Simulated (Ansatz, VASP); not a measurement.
# One calculation of BaZrO3, two programs

```xyz
5
Lattice="4.1913 0.0000 0.0000 0.0000 4.1913 0.0000 0.0000 0.0000 4.1913" Properties=species:S:1:pos:R:3 pbc="T T T"
Ba    0.0000    0.0000    0.0000
Zr    2.0957    2.0957    2.0957
O     0.0000    2.0957    2.0957
O     2.0957    0.0000    2.0957
O     2.0957    2.0957    0.0000
```

Alike in both runs: task relaxation of cell and atoms; functional RPBE; k mesh 6 × 6 × 6; occupations gaussian, width 0.01 eV; no spin polarisation.

|  | VASP | Ansatz |
| --- | --- | --- |
| version | VASP 6.6.1 | Ansatz 0.2.0 |
| potentials or method | VASP PAW PBE potentials, release 64 (Ba_sv, Zr_sv, O), cutoff 600 eV | plane waves, PAW |
| valence electrons in the cell | 40 | 40 |

|  | VASP | Ansatz | Ansatz less VASP |
| --- | --- | --- | --- |
| relaxed volume (Å³/atom) | 15.56 | 15.47 | -0.085 |
| relaxed cell length with the largest relative difference (Å) | 4.269 | 4.261 | -0.0078 |

VASP's potentials were made for PBE, not for RPBE.

Spin-orbit coupling is off throughout.
